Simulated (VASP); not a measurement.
# InPd (Pm-3m) in VASP: a series of runs

The runs below take InPd through single point, with PBE, r2SCAN.

Program: VASP 6.6.1. These are calculated values, not measurements. Logs are shortened: lines on timing, memory, paths and dates and some standing lists are left out, and cuts for length are marked.

## 1. The cell of the first run

It takes space group Pm-3m (No. 221, cubic). The conventional cell has a = 3.272 Å, b = 3.272 Å, c = 3.272 Å, α = 90.00°, β = 90.00°, γ = 90.00°. Within 3.7 Å of In (site symmetry m-3m) lie 8 Pd at 2.83 Å and 6 In at 3.27 Å. Within 3.7 Å of Pd (site symmetry m-3m) lie 8 In at 2.83 Å and 6 Pd at 3.27 Å.

## 2. Single point, PBE, non-collinear spin, zero start, spin-orbit coupling

File INCAR:

```
SYSTEM = InPd
PREC = Accurate
ENCUT = 520
EDIFF = 1E-7
ISMEAR = -1
SIGMA = 0.05
LREAL = .False.
LASPH = .True.
NELM = 150
ALGO = Normal
ISIF = 2
LWAVE = .False.
LCHARG = .False.
MAGMOM = 0 0 0 0 0 0
LORBIT = 11
LSORBIT = .True.
GGA_COMPAT = .False.
LORBMOM = .True.
LMAXMIX = 4
GGA = PE
NBANDS = 35
```

File KPOINTS:

```
regular mesh
0
Gamma
  8 8 8
  0 0 0
```

File POSCAR:

```
InPd
1.0
    3.2718847800      0.0000000000      0.0000000000
    0.0000000000      3.2718847800      0.0000000000
    0.0000000000      0.0000000000      3.2718847800
In Pd
1 1
Direct
    0.0000000000      0.0000000000      0.0000000000
    0.5000000000      0.5000000000      0.5000000000
```

Potentials or basis: VASP PAW PBE potentials, release 64 (In_d, Pd).

The run is started by

```
$ cat potpaw_PBE.64/In_d/POTCAR potpaw_PBE.64/Pd/POTCAR > POTCAR
$ mpirun -np 1 vasp_ncl > vasp.out
```

OUTCAR:

```text
SYSTEM = InPd
   PREC = Accurate
   ENCUT = 520
   EDIFF = 1E-7
   ISMEAR = -1
   LREAL = .False.
   LASPH = .True.
   NELM = 150
   ISIF = 2
   LORBIT = 11
   LSORBIT = .True.
   GGA = PE

 ion  position               nearest neighbor table
   1  0.000  0.000  0.000-   2 2.83   2 2.83   2 2.83   2 2.83   2 2.83   2 2.83   2 2.83   2 2.83

   2  0.500  0.500  0.500-   1 2.83   1 2.83   1 2.83   1 2.83   1 2.83   1 2.83   1 2.83   1 2.83

  LATTYP: Found a simple cubic cell.
 ALAT       =     3.2718847800

  Lattice vectors:

 A1 = (   3.2718847800,   0.0000000000,   0.0000000000)
 A2 = (   0.0000000000,   3.2718847800,   0.0000000000)
 A3 = (   0.0000000000,   0.0000000000,   3.2718847800)

Analysis of symmetry for initial positions (statically):
=====================================================================
 Subroutine PRICEL returns:
 Original cell was already a primitive cell.

 Routine SETGRP: Setting up the symmetry group for a
 simple cubic supercell.

 Subroutine GETGRP returns: Found 48 space group operations
 (whereof 48 operations were pure point group operations)
 out of a pool of 48 trial point group operations.

The static configuration has the point symmetry O_h .

Analysis of symmetry for dynamics (positions and initial velocities):
=====================================================================
 Subroutine PRICEL returns:
 Original cell was already a primitive cell.

 Routine SETGRP: Setting up the symmetry group for a
 simple cubic supercell.

 Subroutine GETGRP returns: Found 48 space group operations
 (whereof 48 operations were pure point group operations)
 out of a pool of 48 trial point group operations.

The dynamic configuration has the point symmetry O_h .

Analysis of structural, dynamic, and magnetic symmetry:
=====================================================================
 Subroutine PRICEL returns:
 Original cell was already a primitive cell.

 Routine SETGRP: Setting up the symmetry group for a
 simple cubic supercell.

 Subroutine GETGRP returns: Found 48 space group operations
 (whereof 48 operations were pure point group operations)
 out of a pool of 48 trial point group operations.

The overall configuration has the point symmetry O_h .

 Subroutine INISYM returns: Found 48 space group operations
 (whereof 48 operations are pure point group operations),
 and found     1 'primitive' translations

----------------------------------------------------------------------------------------

                                     Primitive cell

  volume of cell :      35.0263

  direct lattice vectors                    reciprocal lattice vectors
     3.271884780  0.000000000  0.000000000     0.305634234  0.000000000  0.000000000
     0.000000000  3.271884780  0.000000000     0.000000000  0.305634234  0.000000000
     0.000000000  0.000000000  3.271884780     0.000000000  0.000000000  0.305634234

  length of vectors
     3.271884780  3.271884780  3.271884780     0.305634234  0.305634234  0.305634234

  position of ions in fractional coordinates (direct lattice)
     0.000000000  0.000000000  0.000000000
     0.500000000  0.500000000  0.500000000

  ion indices of the primitive-cell ions
   primitive index   ion index
                 1           1
                 2           2

----------------------------------------------------------------------------------------

 KPOINTS: regular mesh

Automatic generation of k-mesh.
 Grid dimensions read from file:
 generate k-points for:    8    8    8

 Generating k-lattice:

  Cartesian coordinates                     Fractional coordinates (reciprocal lattice)
     0.038204279  0.000000000  0.000000000     0.125000000  0.000000000  0.000000000
     0.000000000  0.038204279  0.000000000     0.000000000  0.125000000  0.000000000
     0.000000000  0.000000000  0.038204279     0.000000000  0.000000000  0.125000000

  Length of vectors
     0.038204279  0.038204279  0.038204279

  Shift w.r.t. Gamma in fractional coordinates (k-lattice)
     0.000000000  0.000000000  0.000000000

 Subroutine IBZKPT returns following result:
 ===========================================

 Found     35 irreducible k-points:

 Following reciprocal coordinates:
            Coordinates               Weight
  0.000000  0.000000  0.000000      1.000000
  0.125000  0.000000  0.000000      6.000000
  0.250000  0.000000  0.000000      6.000000
  0.375000  0.000000  0.000000      6.000000
  0.500000  0.000000  0.000000      3.000000
  0.125000  0.125000  0.000000     12.000000
[... 16 lines left out ...]
  0.375000  0.375000  0.125000     24.000000
  0.500000  0.375000  0.125000     24.000000
 [... further k-points ...]
   k-points           NKPTS =     35   k-points in BZ     NKDIM =     35   number of bands    NBANDS=     35
[... 19 lines left out ...]
   EDIFFG = 0.1E-05   stopping-criterion for IOM
   NSW    =      0    number of steps for IOM
   IBRION =     -1    ionic relax: 0-MD 1-quasi-New 2-CG
   NFREE  =      0    steps in history (QN), initial steepest desc. (CG)
   ISIF   =      2    stress and relaxation
   ISYM   =      2    0-nonsym 1-usesym 2-fastsym
   POTIM  = 0.5000    time-step for ionic-motion
   TEBEG  =    0.0;   TEEND  =   0.0 temperature during run
   PSTRESS=    0.0 pullay stress
   NELECT =      23.0000    total number of electrons
   NUPDOWN=      -1.0000    fix difference up-down
   EMIN   =  10.00;   EMAX   =-10.00  energy-range for DOS
   EFERMI =   0.00;   METHOD = LEGACY
   ISMEAR =    -1;   SIGMA  =   0.05  broadening in eV -4-tet -1-fermi 0-gaus
   EFERMI_NEDOS =   21; number of points for ismear=-14 and -15
   IALGO  =     38    algorithm
   IMIX   =      4    mixing-type and parameters
     AMIX     =   0.40;   BMIX     =  1.00
     AMIX_MAG =   1.60;   BMIX_MAG =  1.00
  volume/ion in A,a.u.               =      17.51       118.18
  Fermi-wavevector in a.u.,A,eV,Ry     =   1.422938  2.688964 27.548447  2.024754
  Thomas-Fermi vector in A             =   2.543589
   LORBIT       =     11    0 simple, 1 ext, 2 COOP (PROOUT), +10 PAW based schemes
   GGA     = PE    functional components
   LHFCALC =     F    Hartree Fock is set to
   AEXX    =    0.0000 exact exchange contribution
   IVDW    =     0    specifies the selected vdW correction
   LEPSILON=     F    determine dielectric tensor
   LRPA    =     F    only Hartree local field effects (RPA)
  energy-cutoff  :      520.00
  volume of cell :       35.03
 maximum number of plane-waves:      1936
   NGX = 13   NGY = 13   NGZ = 13

 number of electron      23.0000000 magnetization       0.0000000      0.0000000      0.0000000

 number of electron      22.9999997 magnetization      -0.0000000      0.0000000      0.0000000

 number of electron      22.9999997 magnetization       0.0000000     -0.0000000     -0.0000000

 Free energy of the ion-electron system (eV)
  ---------------------------------------------------
  ext. energy  EPLUGINS =         0.00000000
  ---------------------------------------------------
  free energy    TOTEN  =        -8.80477762 eV

  energy without entropy =       -8.79455739  energy(sigma->0) =       -8.79966750

 E-fermi :  10.4090     XC(G=0): -12.2321

 val. band max:       10.3842827596   @ k =   0.3750   0.3750   0.1250
 cond. band min:      10.4185812683   @ k =   0.5000   0.5000   0.5000
 fundamental gap:      0.0342985086
 Fermi energy:        10.4089820100

 k-point     1 :       0.0000    0.0000    0.0000
  band No.  band energies     occupation
      1      -4.7857      1.00000
      2      -4.7857      1.00000
      3      -4.7857      1.00000
      4      -4.7857      1.00000
      5      -3.9343      1.00000
      6      -3.9343      1.00000
[... 901 lines left out ...]
     34      21.5833      0.00000
     35      23.5576      0.00000

 [... further k-points ...]
[... 5 lines left out ...]
  --------------------------------------------------------------------------------------
  -------------------------------------------------------------------------------------
  Total        0.7916499      0.7916499      0.7916499     -0.0000000     -0.0000000     -0.0000000
  in kB       36.2117703     36.2117703     36.2117703     -0.0000000     -0.0000000     -0.0000000
  external PRESSURE =      36.2117703 kB  Pullay stress =       0.0000000 kB

 VOLUME and BASIS-vectors are now :
 -----------------------------------------------------------------------------
  energy-cutoff  :      520.00
  volume of cell :       35.03
      direct lattice vectors                 reciprocal lattice vectors
     3.271884780  0.000000000  0.000000000     0.305634234  0.000000000  0.000000000
     0.000000000  3.271884780  0.000000000     0.000000000  0.305634234  0.000000000
     0.000000000  0.000000000  3.271884780     0.000000000  0.000000000  0.305634234

 POSITION                                       TOTAL-FORCE (eV/Angst)
 -----------------------------------------------------------------------------------
      0.00000      0.00000      0.00000         0.000000      0.000000      0.000000
      1.63594      1.63594      1.63594         0.000000      0.000000      0.000000
 -----------------------------------------------------------------------------------
    total drift:                                0.000000     -0.000000     -0.000000

  FREE ENERGIE OF THE ION-ELECTRON SYSTEM (eV)
  ---------------------------------------------------
  free  energy   TOTEN  =        -8.8047776157 eV

  energy  without entropy=       -8.7945573895  energy(sigma->0) =       -8.79966750

 orbital moment (x)

 # of ion     p       d       tot
 ----------------------------------------
  1         0.000   0.000   0.000
  2         0.000   0.000   0.000
 ----------------------------------------
            0.000   0.000   0.000

 orbital moment (y)

 # of ion     p       d       tot
 ----------------------------------------
  1         0.000  -0.000  -0.000
  2         0.000   0.000   0.000
 ----------------------------------------
            0.000   0.000   0.000

 orbital moment (z)

 # of ion     p       d       tot
 ----------------------------------------
  1         0.000   0.000   0.000
  2         0.000   0.000   0.000
 ----------------------------------------
            0.000   0.000   0.000

 Spin-Orbit-Coupling matrix elements

 Ion:    1  E_soc:     -0.0711372
 l=   1
     0.0000000    -0.0053152    -0.0053152
    -0.0053152     0.0000000    -0.0053152
    -0.0053152    -0.0053152     0.0000000
 l=   2
     0.0000000    -0.0013677     0.0000000    -0.0013677    -0.0051734
    -0.0013677     0.0000000    -0.0038800    -0.0013677    -0.0012933
     0.0000000    -0.0038800     0.0000000    -0.0038800     0.0000000
    -0.0013677    -0.0013677    -0.0038800     0.0000000    -0.0012933
    -0.0051734    -0.0012933     0.0000000    -0.0012933     0.0000000
 l=   3
     0.0000000     0.0000000     0.0000000     0.0000000     0.0000000     0.0000000     0.0000000
     0.0000000     0.0000000     0.0000000     0.0000000     0.0000000     0.0000000     0.0000000
     0.0000000     0.0000000     0.0000000     0.0000000     0.0000000     0.0000000     0.0000000
     0.0000000     0.0000000     0.0000000     0.0000000     0.0000000     0.0000000     0.0000000
     0.0000000     0.0000000     0.0000000     0.0000000     0.0000000     0.0000000     0.0000000
     0.0000000     0.0000000     0.0000000     0.0000000     0.0000000     0.0000000     0.0000000
     0.0000000     0.0000000     0.0000000     0.0000000     0.0000000     0.0000000     0.0000000

 Ion:    2  E_soc:     -0.0624397
 l=   1
     0.0000000    -0.0017959    -0.0017959
    -0.0017959     0.0000000    -0.0017959
    -0.0017959    -0.0017959     0.0000000
 l=   2
     0.0000000    -0.0015339     0.0000000    -0.0015339    -0.0070768
    -0.0015339     0.0000000    -0.0053076    -0.0015339    -0.0017692
     0.0000000    -0.0053076     0.0000000    -0.0053076     0.0000000
    -0.0015339    -0.0015339    -0.0053076     0.0000000    -0.0017692
    -0.0070768    -0.0017692     0.0000000    -0.0017692     0.0000000
 l=   3
     0.0000000     0.0000000     0.0000000     0.0000000     0.0000000     0.0000000     0.0000000
     0.0000000     0.0000000     0.0000000     0.0000000     0.0000000     0.0000000     0.0000000
     0.0000000     0.0000000     0.0000000     0.0000000     0.0000000     0.0000000     0.0000000
     0.0000000     0.0000000     0.0000000     0.0000000     0.0000000     0.0000000     0.0000000
     0.0000000     0.0000000     0.0000000     0.0000000     0.0000000     0.0000000     0.0000000
     0.0000000     0.0000000     0.0000000     0.0000000     0.0000000     0.0000000     0.0000000
     0.0000000     0.0000000     0.0000000     0.0000000     0.0000000     0.0000000     0.0000000

 total charge

# of ion       s       p       d       tot
------------------------------------------
    1        0.801   0.741   9.901  11.442
    2        0.426   0.420   8.648   9.495
--------------------------------------------------
tot          1.227   1.161  18.549  20.937

 magnetization (x)

# of ion       s       p       d       tot
------------------------------------------
    1        0.000  -0.000  -0.000  -0.000
    2        0.000   0.000   0.000   0.000
--------------------------------------------------
tot          0.000   0.000  -0.000   0.000

 magnetization (y)

# of ion       s       p       d       tot
------------------------------------------
    1       -0.000   0.000  -0.000  -0.000
    2       -0.000   0.000   0.000  -0.000
--------------------------------------------------
tot         -0.000   0.000  -0.000  -0.000

 magnetization (z)

# of ion       s       p       d       tot
------------------------------------------
    1        0.000   0.000  -0.000  -0.000
    2        0.000   0.000  -0.000   0.000
--------------------------------------------------
tot          0.000   0.000  -0.000   0.000
```

Run time: 55 s. Hardware: 1 thread of Intel Xeon Platinum 8488C (Sapphire Rapids), shared host; peak memory 0.23 GiB.

What came out:

```yaml
Free_energy: -8.8048 eV
Pressure: 3.6 GPa
Net_moment: 0.00 μB per cell
Valence_electrons_inside_the_program's_atomic_spheres: In 11.44; Pd 9.49
```

Moments on the atoms (μB; x, y, z):
```
In  0.00 0.00 0.00
Pd  0.00 0.00 0.00
```

## 3. Single point, r2SCAN

This run uses another cell than the first one, of 18.56 Å³/atom, 1.060 times its volume.

File POSCAR:

```
InPd
1.0
    3.3360556752      0.0000000000      0.0000000000
    0.0000000000      3.3360556752      0.0000000000
    0.0000000000      0.0000000000      3.3360556752
In Pd
1 1
Direct
    0.0000000000      0.0000000000      0.0000000000
    0.5000000000      0.5000000000      0.5000000000
```

File INCAR.step1:

```
SYSTEM = InPd
PREC = Accurate
ENCUT = 590
ISMEAR = -1
SIGMA = 0.05
LREAL = .FALSE.
LASPH = .TRUE.
NELM = 120
NBANDS = 22
GGA = PE
ALGO = Normal
EDIFF = 1E-5
LWAVE = .TRUE.
LCHARG = .FALSE.
GGA_COMPAT = .FALSE.
```

File INCAR.step2:

```
SYSTEM = InPd
PREC = Accurate
ENCUT = 590
EDIFF = 1E-6
ISMEAR = -1
SIGMA = 0.05
LREAL = .FALSE.
LASPH = .TRUE.
NELM = 120
ALGO = Normal
ISIF = 2
LWAVE = .FALSE.
LCHARG = .FALSE.
METAGGA = R2SCAN
LMIXTAU = .TRUE.
NBANDS = 22
ISTART = 1
GGA_COMPAT = .FALSE.
```

File KPOINTS:

```
regular mesh
0
G
  8 8 8
  0 0 0
```

Potentials or basis: VASP PAW PBE potentials, release 64 (In_d, Pd_sv_GW).

The run is started by

```
$ cat potpaw_PBE.64/In_d/POTCAR potpaw_PBE.64/Pd_sv_GW/POTCAR > POTCAR
$ cp INCAR.step1 INCAR
$ mpirun -np 1 vasp_std > vasp.out
$ cp INCAR.step2 INCAR
$ mpirun -np 1 vasp_std > vasp.out
```

Run time: 58 s. Hardware: 1 thread of Intel Xeon 6975P-C (Granite Rapids), shared host; peak memory 0.2 GiB.

It converged, with:

```yaml
Free_energy: -45.1303 eV
Pressure: -7.3 GPa
```

Levels at points of the mesh, in eV from the Fermi level:
```
           k point  band 14  band 15  band 16  band 17  band 18  band 19
(0.00, 0.00, 0.00)    -2.17    -2.17     4.49     4.49     4.49     9.45
(0.50, 0.00, 0.00)    -3.08    -2.23    -1.06     9.66     9.66    10.06
(0.50, 0.50, 0.00)    -2.10    -2.10    -1.65     1.41     2.54     9.72
(0.50, 0.50, 0.50)    -1.61     0.06     4.01     4.01     4.01     4.42
```

Caveat: the PAW data sets were made with another functional, which shifts forces and pressure a little; spin-orbit coupling is left out, which moves the levels of the heavy elements.

[end of part 1 of 2]
